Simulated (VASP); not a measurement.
Re, 2 atoms in the cell. The structure is trigonal, space group P-3m1 (No. 164). Conventional cell: a = 2.773 Å, b = 2.773 Å, c = 4.480 Å, α = 90.00°, β = 90.00°, γ = 120.00°. Within 3.2 Å of Re (site symmetry 3m) lie 12 Re at 2.42 to 3.10 Å.  This cell differs from its parent crystal: atoms displaced along a vibrational mode, the cell strained.

```yaml
Program: VASP 6.6.1
Task: single point
Functional: PBEsol
Potentials_or_basis: VASP PAW PBE potentials, release 64 (Re_sv_GW)
Cutoff: 560 eV
k_mesh: 18 × 18 × 10
Occupations: gaussian, width 0.15 eV
Spin: no spin polarisation
Dipole_correction: no
Further_INCAR_settings: ALGO = Normal; EDIFF = 1e-06; NBANDS = 22
```

Potentials or basis: VASP PAW PBE potentials, release 64 (Re_sv_GW).

Run with:

```console
$ cat potpaw_PBE.64/Re_sv_GW/POTCAR > POTCAR
$ mpirun -np 1 vasp_std > vasp.out
```

Hardware: 1 thread of Intel(R) Xeon(R) Platinum 8375C CPU @ 2.90GHz (Ice Lake), with other jobs on the host.

Q: Estimate the wall time of this run.

A: It took 5.6 min on 1 thread of Intel(R) Xeon(R) Platinum 8375C CPU @ 2.90GHz (Ice Lake), with other jobs on the host, peak memory 0.32 GiB. Counts: scf iterations 17, k points 330.
